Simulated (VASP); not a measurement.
Set up this calculation in VASP 6.6.1, as the native input.

| Property | Result |
| --- | --- |
| Task | relaxation of cell and atoms |
| Functional | PBE |
| Potentials or basis | VASP PAW PBE potentials, release 64 (Cu) |
| Cutoff | 600 eV |
| k mesh | 20 × 20 × 20 |
| Occupations | gaussian, width 0.1 eV |
| Spin | no spin polarisation |
| Dipole correction | no |
| Further INCAR settings | ALGO = Normal; EDIFF = 1e-07; IBRION = 2; EDIFFG = -0.002; NSW = 100; ISIF = 3 |

The structure of Cu lies in POSCAR:

```
Cu
1.0
    0.0000000000      1.8135739183      1.8135739183
    1.8135739183      0.0000000000      1.8135739183
    1.8135739183      1.8135739183      0.0000000000
Cu
1
Direct
    0.0000000000      0.0000000000      0.0000000000
```

One way to write it, as run:

INCAR

```
ALGO = Normal
EDIFF = 1E-7
EDIFFG = -0.002
ENCUT = 600
GGA = PE
GGA_COMPAT = False
IBRION = 2
ISIF = 3
ISMEAR = 0
LASPH = True
LCHARG = False
LREAL = False
LWAVE = False
NELM = 120
NELMIN = 4
NSW = 100
PREC = Accurate
SIGMA = 0.1
```

KPOINTS

```
k-points
0
Gamma
  20 20 20
```

Potentials or basis: VASP PAW PBE potentials, release 64 (Cu).

The run is started by

```console
$ cat potpaw_PBE.64/Cu/POTCAR > POTCAR
$ mpirun -np 1 vasp_std > vasp.out
```

It gave:

- Relaxed volume: 12.01 Å³/atom
- Relaxed cell: a = 2.570 Å, b = 2.570 Å, c = 2.570 Å, α = 60.00°, β = 60.00°, γ = 60.00°
- Space group after relaxing (to 0.05 Å): Fm-3m (No. 225)
- Energy gained by relaxing: 0.2 meV/atom
- Ionic steps: 3
- Pressure after relaxing: 0.0 GPa

It took 84 s on 1 thread of Intel Xeon 8259CL, with other jobs on the host, peak memory 0.16 GiB.
